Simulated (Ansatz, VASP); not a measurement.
# SnTe3 in VASP and in Ansatz

File POSCAR:

```
SnTe3
1.0
    0.0000000000      3.8612200000      3.8612200000
    3.8612200000      0.0000000000      3.8612200000
    3.8612200000      3.8612200000      0.0000000000
Sn Te
1 3
Direct
    0.0000000000      0.0000000000      0.0000000000
    0.2500000000      0.2500000000      0.2500000000
    0.7500000000      0.7500000000      0.7500000000
    0.5000000000      0.5000000000      0.5000000000
```

INCAR.step1

```
SYSTEM = SnTe3
ALGO = Normal
EDIFF = 1E-5
EDIFFG = -0.005
ENCUT = 550
GGA = PE
GGA_COMPAT = .FALSE.
IBRION = 2
ISIF = 3
ISMEAR = -1
LASPH = .TRUE.
LCHARG = .FALSE.
LREAL = .FALSE.
LWAVE = .TRUE.
NELM = 120
NELMIN = 4
NSW = 100
PREC = Accurate
SIGMA = 0.1
```

File INCAR.step2:

```
SYSTEM = SnTe3
ALGO = Normal
EDIFF = 1E-7
EDIFFG = -0.01
ENCUT = 550
GGA_COMPAT = .FALSE.
IBRION = 2
ISIF = 3
ISMEAR = -1
ISTART = 1
LASPH = .TRUE.
LCHARG = .FALSE.
LMIXTAU = .TRUE.
LREAL = .FALSE.
LWAVE = .FALSE.
METAGGA = R2SCAN
NELM = 120
NELMIN = 4
NSW = 80
PREC = Accurate
SIGMA = 0.1
```

KPOINTS

```
k-points
0
G
  4 4 4
  0 0 0
```

Input for Ansatz:

```yaml
crystal:
  lattice:
    - [0.0, 3.86122, 3.86122]
    - [3.86122, 0.0, 3.86122]
    - [3.86122, 3.86122, 0.0]
  atoms:
    - { symbol: Sn, position: [0.0, 0.0, 0.0] }
    - { symbol: Te, position: [0.25, 0.25, 0.25] }
    - { symbol: Te, position: [0.75, 0.75, 0.75] }
    - { symbol: Te, position: [0.5, 0.5, 0.5] }
kpoints:
  mp_grid:
    grid: [4, 4, 4]
hamiltonian:
  xc: r2scan
  dispersion: none
scf:
  occupations:
    method: fermi_dirac
    width: 0.1
relax:
  cell: {}
```

Alike in both runs: task relaxation of cell and atoms; functional r2SCAN; k mesh 4 × 4 × 4; occupations fermi-dirac, width 0.1 eV; no spin polarisation.

|  | VASP | Ansatz |
| --- | --- | --- |
| version | VASP 6.6.1 | Ansatz 0.2.0 |
| potentials or method | VASP PAW PBE potentials, release 64 (Sn_d, Te) | plane waves, PAW |
| plane-wave cutoff (eV) | 550 | 500 |
| valence electrons in the cell | 32 | 62 |

```tsv
	VASP	Ansatz	Ansatz less VASP
relaxed volume (Å³/atom)	29.02	29.04	+0.022
relaxed cell length with the largest relative difference (Å)	5.475	5.477	+0.0014
```

VASP's potentials were made for PBE, not for r2SCAN. VASP's potentials hold 32 valence electrons a cell and Ansatz's 62, so a difference there can come from the potentials and not from the codes.

Spin-orbit coupling is off throughout.
